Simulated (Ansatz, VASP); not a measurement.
# One calculation of AlO, two programs

```
Al O
1.0
     3.02346    0.00000    0.00000
     0.00000    3.02346    0.00000
     0.00000    0.00000    4.90173
Al O
2 2
Direct
  0.00000 0.50000 0.00000
  0.50000 0.00000 0.50000
  0.50000 0.50000 0.25000
  0.50000 0.50000 0.75000
```

Alike in both runs: functional PBE; k mesh 16 × 16 × 10; occupations gaussian, width 0.1 eV; no spin polarisation.

Ansatz relaxed the structure, and its values are those at the end. VASP's run is a single point on that final structure, the one shown.

```csv
,VASP,Ansatz
version,VASP 6.6.1,Ansatz 0.2.0
potentials or method,"VASP PAW PBE potentials, release 64 (Al, O), cutoff 520 eV","scalar-relativistic, plane waves, PAW"
valence electrons in the cell,18,18
```

VASP gave:

- gap on the k mesh at the Fermi level (eV): none
- pressure (GPa): -0.1

Problem. What did Ansatz give for the same quantities?

Solution. gap on the k mesh at the Fermi level (eV): none; pressure (GPa): 0.0.

A gap of «none» marks a metal or a gap that the smearing closes.
